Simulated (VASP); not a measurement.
SiC: relaxation of cell and atoms with PBE+D3(BJ)

SiC:

```
Si C
1.0
     1.54742   -2.68023    0.00000
     1.54742    2.68023    0.00000
     0.00000    0.00000   15.18646
Si C
6 6
Direct
  0.16666 0.83334 0.85771
  0.83334 0.16666 0.35771
  0.50000 0.50000 0.52448
  0.50000 0.50000 0.02448
  0.83333 0.16667 0.69121
  0.16667 0.83333 0.19121
  0.50000 0.50000 0.64984
  0.50000 0.50000 0.14984
  0.16667 0.83333 0.98269
  0.83333 0.16667 0.48269
  0.83333 0.16667 0.81620
  0.16667 0.83333 0.31620
```

```yaml
Program: VASP 6.6.1
Task: relaxation of cell and atoms
Functional: PBE
Dispersion: D3(BJ)
Potentials_or_basis: VASP PAW PBE potentials, release 64 (Si, C)
Cutoff: 600 eV
k_mesh: 12 × 12 × 2
Occupations: gaussian, width 0.02 eV
Spin: no spin polarisation
Dipole_correction: no
Further_INCAR_settings: ALGO = Normal; EDIFF = 1e-06; IBRION = 2; EDIFFG = -0.005; NSW = 70; ISIF = 3
```

The relaxed volume is 10.27 Å³/atom. The relaxed cell is a = 3.072 Å, b = 3.072 Å, c = 15.074 Å, α = 90.00°, β = 90.00°, γ = 120.00°, the space group after relaxing (to 0.1 Å) is P6_3mc (No. 186) and the energy gained by relaxing is 3.4 meV/atom. The ionic steps are 6 and the pressure after relaxing is 0.0 GPa. The band gap on the k mesh is 2.02 eV (least direct gap 3.12 eV) and the dispersion energy per atom is -0.303 eV.

The path:
| step | energy change (eV) | largest force (eV/Å) | pressure (GPa) | volume (Å³) |
| --- | --- | --- | --- | --- |
| 1 | 0.0000 | 0.0019 | -4.70 | 125.97 |
| 2 | 0.0029 | 0.0124 | 5.25 | 120.44 |
| 3 | -0.0414 | 0.0060 | -0.01 | 123.21 |
| 4 | -0.0414 | 0.0061 | 0.09 | 123.16 |
| 5 | -0.0414 | 0.0059 | -0.08 | 123.25 |
| 6 | -0.0414 | 0.0014 | 0.01 | 123.20 |

Final structure:
```
Si C
1.0
     1.53603   -2.66049    0.00000
     1.53603    2.66049    0.00000
     0.00000    0.00000   15.07377
Si C
6 6
Direct
  0.16666 0.83334 0.85771
  0.83334 0.16666 0.35771
  0.50000 0.50000 0.52449
  0.50000 0.50000 0.02449
  0.83333 0.16667 0.69122
  0.16667 0.83333 0.19122
  0.50000 0.50000 0.64983
  0.50000 0.50000 0.14983
  0.16667 0.83333 0.98269
  0.83333 0.16667 0.48269
  0.83333 0.16667 0.81621
  0.16667 0.83333 0.31621
```

Levels at points of the mesh, in eV from the valence-band top:
```tsv
k point	band 20	band 21	band 22	band 23	band 24	band 25	band 26	band 27	band 28	band 29
(0.00, 0.00, 0.00)	-0.30	-0.30	-0.04	0.00	0.00	5.25	5.42	5.83	6.34	6.39
(0.50, 0.00, 0.00)	-2.26	-1.82	-1.79	-1.67	-1.10	2.02	2.22	3.23	3.91	4.61
(0.50, 0.50, 0.00)	-2.26	-1.82	-1.79	-1.67	-1.10	2.02	2.22	3.23	3.91	4.61
(0.00, 0.00, 0.50)	-0.64	-0.10	-0.10	-0.10	-0.10	5.31	5.31	6.06	6.06	6.75
(0.50, 0.00, 0.50)	-2.36	-1.72	-1.72	-1.31	-1.31	2.07	2.07	3.45	3.45	4.86
(0.50, 0.50, 0.50)	-2.36	-1.72	-1.72	-1.31	-1.31	2.07	2.07	3.45	3.45	4.86
```

Run time: 14 min on 1 thread of AMD EPYC 9R45 96-Core Processor (Zen 5), with other jobs on the host, peak memory 0.48 GiB.

A k mesh can miss the band edges.
